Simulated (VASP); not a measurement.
A run of VASP 6.6.1 is set up as follows.

The input INCAR:

```
ALGO     = Normal         # electronic algorithm
EDIFF    = 1E-7           # SCF threshold, eV
ENCUT    = 520            # plane-wave cutoff, eV
GGA      = CA             # functional
ISIF     = 2              # what is computed and relaxed
ISMEAR   = 0              # smearing method
LASPH    = T              # aspherical terms in the spheres
LCHARG   = F              # write CHGCAR
LREAL    = F              # projectors in reciprocal space
LWAVE    = F              # write WAVECAR
NBANDS   = 16             # bands
NELM     = 60             # most SCF steps
PREC     = Accurate       # precision mode
SIGMA    = 0.1            # smearing width, eV
```

The input KPOINTS:

```
k-points
0
Gamma
  5 5 5
```

The input POSCAR:

```
LiMg5
1.0
    5.5182274066      0.0000000000      0.0000000000
   -2.7591137033      4.7789252806      0.0000000000
    0.0000000000      0.0000000000      5.1118583630
Li Mg
1 5
Direct
    0.0000000000      0.0000000000      0.5000000000
    0.0000000000      0.6714210000      0.0000000000
    0.6714210000      0.0000000000      0.0000000000
    0.3285790000      0.3285790000      0.0000000000
    0.6666666667      0.3333333333      0.5000000000
    0.3333333333      0.6666666667      0.5000000000
```

Potentials or basis: VASP PAW LDA potentials, release 64 (Li_sv, Mg).

Launch:

```sh
$ cat potpaw_LDA.64/Li_sv/POTCAR potpaw_LDA.64/Mg/POTCAR > POTCAR
$ mpirun -np 1 vasp_std > vasp.out
```

Question: What does it give for the largest force?

Answer: 0.078 eV/Å.

Question: Predict the band gap on the k mesh.

Answer: Zero (an odd number of electrons rules out a gap without spin polarisation).

Forces on the atoms (eV/Å):
```
Li   0.000  0.000  0.000
Mg   0.039 -0.067  0.000
Mg  -0.078  0.000  0.000
Mg   0.039  0.067  0.000
Mg   0.000  0.000  0.000
Mg   0.000  0.000  0.000
```
